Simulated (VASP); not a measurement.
Write the native input for VASP 6.6.1 that does the following.

```yaml
Task: single point
Functional: LDA
Potentials_or_basis: VASP PAW LDA potentials, release 64 (Rb_sv, V_sv, F)
Cutoff: 520 eV
k_mesh: 5 × 5 × 5
Occupations: gaussian, width 0.05 eV
Spin: collinear spin, ferromagnetic start
Starting_moments: "[0.0, 0.75, 0.0, 0.0, 0.0] μB"
Fixed_moment: 0.75 μB
Hubbard_terms: V d U = 4.0 eV
Dipole_correction: no
Further_INCAR_settings: ALGO = Normal; EDIFF = 1e-06; NBANDS = 34
```

The structure of RbVF3 lies in POSCAR:

```
RbVF3
1.0
    4.1819996800      0.0000000000      0.0000000000
    0.0000000000      4.1819996800      0.0000000000
    0.0000000000      0.0000000000      4.1819996800
Rb V F
1 1 3
Direct
    0.0000000000      0.0000000000      0.0000000000
    0.5000000000      0.5000000000      0.5000000000
    0.5000000000      0.5000000000      0.0000000000
    0.0000000000      0.5000000000      0.5000000000
    0.5000000000      0.0000000000      0.5000000000
```

These files were run (other wordings do the same):

INCAR

```
SYSTEM = RbVF3
PREC = Accurate
ENCUT = 520
EDIFF = 1E-6
ISMEAR = 0
SIGMA = 0.05
LREAL = .False.
LASPH = .True.
NELM = 150
ALGO = Normal
ISIF = 2
LWAVE = .False.
LCHARG = .False.
ISPIN = 2
MAGMOM = 0 0.75 0 0 0
LORBIT = 11
NUPDOWN = 0.75
LMAXMIX = 4
LDAU = .True.
LDAUTYPE = 2
LDAUL = -1 2 -1
LDAUU = 0 4 0
LDAUJ = 0 0 0
LDAUPRINT = 1
NBANDS = 34
```

KPOINTS

```
regular mesh
0
Gamma
  5 5 5
  0 0 0
```

Potentials or basis: VASP PAW LDA potentials, release 64 (Rb_sv, V_sv, F).

The run is started by

```sh
$ cat potpaw_LDA.64/Rb_sv/POTCAR potpaw_LDA.64/V_sv/POTCAR potpaw_LDA.64/F/POTCAR > POTCAR
$ mpirun -np 1 vasp_std > vasp.out
```

It gave:

```json
{"Pressure": "-7.2 GPa", "Net moment": "0.75 μB per cell", "Site moments": "Rb -0.00; V +0.70; F +0.00 μB", "Valence electrons inside the program's atomic spheres": "Rb 7.31; V 11.30; F 6.06"}
```

Caveat: the cell stands under tension; the total moment is fixed, so each spin has its own Fermi level and the state may be an excited one.

Run time: 55 s on 1 thread of Intel Xeon 8259CL (shared host), peak memory 0.18 GiB.
